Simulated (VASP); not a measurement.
Zr: single point with revPBE+D3(BJ)

Zr:

```xyz
2
Lattice="3.1634 0.0000 0.0000 -1.5817 2.7396 0.0000 0.0000 0.0000 5.0981" Properties=species:S:1:pos:R:3 pbc="T T T"
Zr    1.5817    0.9132    3.8236
Zr    0.0000    1.8264    1.2745
```

- Program: VASP 6.6.1
- Task: single point
- Functional: revPBE
- Dispersion: D3(BJ)
- Potentials or basis: VASP PAW PBE potentials, release 64 (Zr_sv)
- Cutoff: 520 eV
- k mesh: 9 × 9 × 5
- Occupations: fermi-dirac, width 0.05 eV
- Spin: no spin polarisation
- Dipole correction: no
- Further INCAR settings: ALGO = Normal; EDIFF = 1e-06; NBANDS = 19

```yaml
Pressure: 0.0 GPa
Band_gap_on_the_k_mesh: zero (bands 12 and 13 overlap by 1.15 eV)
Dispersion_energy_per_atom: -0.999 eV
```

Levels at points of the mesh, in eV from the Fermi level:
```csv
k point,band 10,band 11,band 12,band 13,band 14,band 15
"(0.00, 0.00, 0.00)",-3.17,0.89,0.89,0.93,1.27,1.61
```

It took 8.4 s on 1 thread of Intel(R) Xeon(R) 6975P-C (Granite Rapids) (shared host), peak memory 0.17 GiB.

Caveat: the PAW data sets were made with another functional, which shifts forces and pressure a little.
